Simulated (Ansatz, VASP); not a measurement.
## Cu: VASP beside Ansatz

The input INCAR:

```
SYSTEM = Cu
  PREC = Accurate
  ENCUT = 600
  EDIFF = 1E-6
  ISMEAR = -1
  SIGMA = 0.15
  LREAL = .False.
  LASPH = .True.
  NELM = 120
  ALGO = Normal
  ISIF = 2
  LWAVE = .False.
  LCHARG = .False.
  GGA = PE
  NBANDS = 18
  GGA_COMPAT = .False.
```

KPOINTS

```
Automatic mesh
0
Gamma
  4 4 4
  0 0 0
```

POSCAR

```
Cu
1.0
    2.8500000000      0.0000000000      0.0000000000
    0.0000000000      2.8500000000      0.0000000000
    0.0000000000      0.0000000000      2.8500000000
Cu
2
Direct
    0.0000000000      0.0000000000      0.0000000000
    0.4600000000      0.4600000000      0.4600000000
```

Input for Ansatz:

```yaml
crystal:
  atoms:
  - position: [0.0, 0.0, 0.0]
    symbol: Cu
  - position: [0.46, 0.46, 0.46]
    symbol: Cu
  lattice:
  - [2.85, 0.0, 0.0]
  - [0.0, 2.85, 0.0]
  - [0.0, 0.0, 2.85]
hamiltonian:
  dispersion: none
  pseudopotentials:
    kind: all_electron
    lapw: {}
    relativity: none
  xc: pbe
kpoints:
  mp_grid:
    grid: [4, 4, 4]
    shift: [0, 0, 0]
magnetization: {spin_polarized: false}
output: {forces: true, stress: true}
scf:
  occupations: {method: fermi_dirac, width: 0.15}
```

Alike in both runs: task single point; functional PBE; k mesh 4 × 4 × 4; occupations fermi-dirac, width 0.15 eV; no spin polarisation.

|  | VASP | Ansatz |
| --- | --- | --- |
| version | VASP 6.6.1 | Ansatz 0.2 development build |
| potentials or method | VASP PAW PBE potentials, release 64 (Cu), cutoff 600 eV | all-electron full-potential LAPW, non-relativistic |

Ansatz gave:

```
pressure (GPa)                                                : 11.8
traceless stress, the component that is largest in VASP (GPa) : 2.22
rms of the force components (eV/Å)                            : 0.980
```

Q: Which values does VASP return?

A: Pressure (GPa): 8.1; traceless stress, the component that is largest in VASP (GPa): 2.19; rms of the force components (eV/Å): 0.931.

Atom by atom the forces differ by 0.048 eV/Å (rms over components). Ansatz ran all-electron here, and VASP with PAW potentials.

The k mesh is coarse, so the values compare programs but aren't converged.
